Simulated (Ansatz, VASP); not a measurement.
# Two plane-wave programs on CaPb

```
CELL_PARAMETERS angstrom
4.10163 0.00000 0.00000
0.00000 3.56664 0.00000
0.00000 0.00000 4.62751
ATOMIC_POSITIONS crystal
Ca 0.00000 0.00000 0.00000
Pb 0.50000 0.50000 0.50000
```

Change from the starting cell: strain +0.1500 x Voigt [1, 0, 0, 0, 0, 0], atoms carried along.

Alike in both runs: task single point; functional LDA; k mesh 14 × 14 × 10; occupations gaussian, width 0.15 eV; no spin polarisation.

|  | VASP | Ansatz |
| --- | --- | --- |
| version | VASP 6.6.1 | Ansatz 0.2.0 |
| potentials or method | VASP PAW LDA potentials, release 64 (Ca_sv, Pb_d), cutoff 520 eV | scalar-relativistic, plane waves, PAW |
| valence electrons in the cell | 24 | 24 |

```tsv
	VASP	Ansatz	Ansatz less VASP
gap on the k mesh at the Fermi level (eV)	none	none	-
pressure (GPa)	-5.5	-5.5	-0.01
traceless stress, the component that is largest in VASP (GPa)	2.33	2.35	+0.013
```

LDA's correlation is that of Perdew and Zunger in VASP and of Perdew and Wang (1992) in Ansatz. A gap of «none» marks a metal or a gap that the smearing closes.

Spin-orbit coupling is off throughout.
